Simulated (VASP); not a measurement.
# Zr: relaxation of cell and atoms with PBE

Zr:

```xyz
2
Lattice="3.2325 0.0000 0.0000 -1.6163 2.7995 0.0000 0.0000 0.0000 5.1711" Properties=species:S:1:pos:R:3 pbc="T T T"
Zr    0.0000    1.8663    1.2928
Zr    1.6163    0.9332    3.8784
```

```yaml
Program: VASP 6.6.1
Task: relaxation of cell and atoms
Functional: PBE
Potentials_or_basis: VASP PAW PBE potentials, release 64 (Zr_sv)
Cutoff: 600 eV
k_mesh: 18 × 18 × 8
Occupations: gaussian, width 0.1 eV
Spin: no spin polarisation
Dipole_correction: no
Further_INCAR_settings: ALGO = Fast; EDIFF = 1e-06; IBRION = 2; EDIFFG = -0.01; NSW = 80; ISIF = 3
```

```yaml
Pressure_after_relaxing: 0.0 GPa
Band_gap_on_the_k_mesh: zero (band 12 reaches 9.88 eV, above the bottom of band 13 at 8.70 eV)
```

Final structure:
```
Zr
1.0
     3.23253    0.00000    0.00000
    -1.61627    2.79946    0.00000
     0.00000    0.00000    5.17115
Zr
2
Direct
  0.33333 0.66667 0.25000
  0.66667 0.33333 0.75000
```

Levels at points of the mesh, in eV from the Fermi level:
| k point | band 9 | band 10 | band 11 | band 12 | band 13 | band 14 | band 15 | band 16 |
| --- | --- | --- | --- | --- | --- | --- | --- | --- |
| (0.00, 0.00, 0.00) | -5.65 | -3.03 | 0.86 | 0.86 | 0.97 | 1.11 | 1.54 | 1.54 |
| (0.50, 0.00, 0.00) | -2.55 | -2.51 | -2.14 | -0.22 | 0.56 | 0.75 | 1.43 | 4.89 |
| (0.00, 0.00, 0.50) | -3.96 | -3.96 | 0.02 | 0.02 | 0.78 | 0.78 | 0.78 | 0.78 |
| (0.50, 0.00, 0.50) | -2.86 | -2.86 | -1.06 | -1.06 | 1.61 | 1.61 | 2.21 | 2.21 |

Wall time 3.2 min on 1 thread of Intel(R) Xeon(R) Platinum 8488C (Sapphire Rapids), on a shared host, peak memory 0.28 GiB.

Caveat: the relaxation stopped at its first step, so nothing moved.
